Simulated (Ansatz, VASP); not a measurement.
**Two plane-wave programs on P**

```
P
1.0
     3.28373    0.00000    0.00000
     0.00000   34.85703    0.00000
     0.00000    0.00000    4.56260
P
4
Cartesian
  0.0000 33.8204 2.7017
  0.0000 1.0366 1.8609
  1.6419 1.0366 0.4204
  1.6419 33.8204 4.1422
```

Change from the starting cell: strain +0.000 along x and y, -0.015 along z, atoms carried along.

Alike in both runs: task single point; functional PBEsol; k mesh 8 × 1 × 6; occupations gaussian, width 0.05 eV; no spin polarisation.

```csv
,VASP,Ansatz
version,VASP 6.6.1,Ansatz 0.2.0
potentials or method,"VASP PAW PBE potentials, release 64 (P), cutoff 520 eV","scalar-relativistic, plane waves, PAW"
valence electrons in the cell,20,20
```

|  | VASP | Ansatz | Ansatz less VASP |
| --- | --- | --- | --- |
| gap on the k mesh at the Fermi level (eV) | 0.81 | 0.80 | -0.013 |
| least direct gap on the mesh (eV) | 0.81 | 0.80 | -0.013 |
| rms of the force components (eV/Å) | 0.283 | 0.292 | +0.0086 |

VASP's potentials were made for PBE, not for PBEsol. Atom by atom the forces differ by 0.011 eV/Å (rms over components). The functional is the same, so the differences come from potentials, cutoffs and numerics.
